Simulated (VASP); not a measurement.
Crystal: Be4Se3.

```
Be Se
1.0
     3.60000    0.00000    0.00000
     0.00000    3.60000    0.00000
     0.00000    0.00000    8.60000
Be Se
4 3
Direct
  0.00000 0.50000 0.55000
  0.00000 0.50000 0.15000
  0.50000 0.00000 0.85000
  0.50000 0.00000 0.45000
  0.50000 0.50000 0.70000
  0.00000 0.00000 0.00000
  0.50000 0.50000 0.30000
```

* Program: VASP 6.6.1
* Task: relaxation of cell and atoms
* Functional: PBE
* Potentials or basis: VASP PAW PBE potentials, release 64 (Be, Se)
* Cutoff: 600 eV
* k mesh: 5 × 5 × 2
* Occupations: gaussian, width 0.2 eV
* Spin: no spin polarisation

At the start: pressure 1.8 GPa; volume 15.92 Å³/atom.

**Question.** Where does the relaxation end?

**Answer.** Over 12 steps the energy falls by 37.5 meV/atom and the volume is 16.58 Å³/atom (+4.1 %); space group P-4m2 (No. 115, to 0.1 Å) before and after.

Step by step:
```csv
step,energy change (eV),largest force (eV/Å),pressure (GPa),volume (Å³)
1,0.0000,0.5797,1.82,111.46
2,-0.1531,0.2410,-0.43,114.34
3,-0.1743,0.4261,-1.58,116.05
4,-0.2100,0.3500,-0.08,113.84
5,-0.2125,0.3217,0.48,113.09
6,-0.2270,0.2233,0.45,113.53
7,-0.2416,0.3730,0.37,114.67
8,-0.2513,0.2630,-0.01,115.56
9,-0.2561,0.1331,-0.50,116.76
10,-0.2610,0.1071,-0.07,116.14
11,-0.2619,0.0906,0.21,115.76
12,-0.2628,0.0183,0.04,116.04
```

Final structure:
```xyz
7
Lattice="3.5325 0.0000 0.0000 0.0000 3.5325 0.0000 0.0000 0.0000 9.2988" Properties=species:S:1:pos:R:3 pbc="T T T"
Be    0.0000    1.7663    5.2747
Be    0.0000    1.7663    1.3294
Be    1.7663    0.0000    7.9695
Be    1.7663    3.5325    4.0241
Se    1.7663    1.7663    6.6258
Se    0.0000    0.0000    0.0000
Se    1.7663    1.7663    2.6731
```
